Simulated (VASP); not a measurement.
Wanted: the native input for a VASP 6.6.1 run.

```yaml
Task: single point
Functional: PBE
Dispersion: D3(BJ)
Potentials_or_basis: VASP PAW PBE potentials, release 64 (Mo_sv, Si)
Cutoff: 520 eV
k_mesh: 12 × 12 × 12
Occupations: fermi-dirac, width 0.05 eV
Spin: no spin polarisation
Dipole_correction: no
Further_INCAR_settings: ALGO = Normal; EDIFF = 1e-06; NBANDS = 18
```

The structure of Si2Mo lies in POSCAR:

```
Si2Mo
1.0
   -1.5891757002      1.5891757002      3.8984137953
    1.5891757002     -1.5891757002      3.8984137953
    1.5891757002      1.5891757002     -3.8984137953
Mo Si
1 2
Direct
    0.0000000000      0.0000000000      0.0000000000
    0.6654325969      0.6654325969      0.0000000000
    0.3345674031      0.3345674031      0.0000000000
```

These files were run (other wordings do the same):

INCAR

```
  PREC = Accurate
  ENCUT = 520
  EDIFF = 1E-6
  ISMEAR = -1
  SIGMA = 0.05
  LREAL = F
  LASPH = T
  NELM = 60
  ALGO = Normal
  ISIF = 2
  LWAVE = F
  LCHARG = F
  GGA = PE
  IVDW = 12
  NBANDS = 18
```

KPOINTS

```
Automatic mesh
0
Gamma
  12 12 12
```

Potentials or basis: VASP PAW PBE potentials, release 64 (Mo_sv, Si).

Command:

```console
$ cat potpaw_PBE.64/Mo_sv/POTCAR potpaw_PBE.64/Si/POTCAR > POTCAR
$ mpirun -np 1 vasp_std > vasp.out
```

Results of the run:

The pressure is 0.2 GPa. The band gap on the k mesh is zero (bands 11 and 12 overlap by 0.98 eV) and the dispersion energy per atom is -0.589 eV.

It took 3.7 min on 1 thread of Intel Xeon 8259CL, on a shared host, peak memory 0.28 GiB.
